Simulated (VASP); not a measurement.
Set up this calculation in VASP 6.6.1, as the native input.

- Task: single point
- Functional: PBE
- Potentials or basis: VASP PAW PBE potentials, release 64 (Zr_sv, Si)
- Cutoff: 520 eV
- k mesh: 6 × 6 × 4
- Occupations: gaussian, width 0.1 eV
- Spin: no spin polarisation
- Dipole correction: no
- Further INCAR settings: ALGO = Normal; EDIFF = 1e-06; NBANDS = 20

The structure of ZrSi3 lies in POSCAR:

```
ZrSi3
1.0
    5.0890729514     -0.0000000038      0.0000000000
   -2.5445364725      4.4072664595      0.0000000000
    0.0000000000      0.0000000000      2.8230351574
Zr Si
1 3
Direct
    0.0000000000      0.0000000000      0.5000000000
    0.5000000000      0.0000000000      0.0000000000
    0.0000000000      0.5000000000      0.0000000000
    0.5000000000      0.5000000000      0.0000000000
```

One way to write it, as run:

INCAR

```
SYSTEM = ZrSi3
PREC     = Accurate       ! precision mode
ENCUT    = 520            ! plane-wave cutoff, eV
EDIFF    = 1E-6           ! SCF threshold, eV
ISMEAR   = 0              ! smearing method
SIGMA    = 0.1            ! smearing width, eV
LREAL    = .FALSE.        ! projectors in reciprocal space
LASPH    = .TRUE.         ! aspherical terms in the spheres
NELM     = 60             ! most SCF steps
ALGO     = Normal         ! electronic algorithm
ISIF     = 2              ! what is computed and relaxed
LWAVE    = .FALSE.        ! write WAVECAR
LCHARG   = .FALSE.        ! write CHGCAR
GGA      = PE             ! functional
NBANDS   = 20             ! bands
```

KPOINTS

```
Automatic mesh
0
G
  6 6 4
  0 0 0
```

Potentials or basis: VASP PAW PBE potentials, release 64 (Zr_sv, Si).

Launch:

```console
$ cat potpaw_PBE.64/Zr_sv/POTCAR potpaw_PBE.64/Si/POTCAR > POTCAR
$ mpirun -np 1 vasp_std > vasp.out
```

Results of the run:

```json
{
  "Pressure": "0.0 GPa",
  "Band gap on the k mesh": "zero (band 12 reaches 12.79 eV, above the bottom of band 13 at 7.67 eV)"
}
```

Caveat: the k points lie up to 0.56 Å⁻¹ apart.

Wall time 43 s on 1 thread of AMD EPYC 7R13 (shared host), peak memory 0.16 GiB.
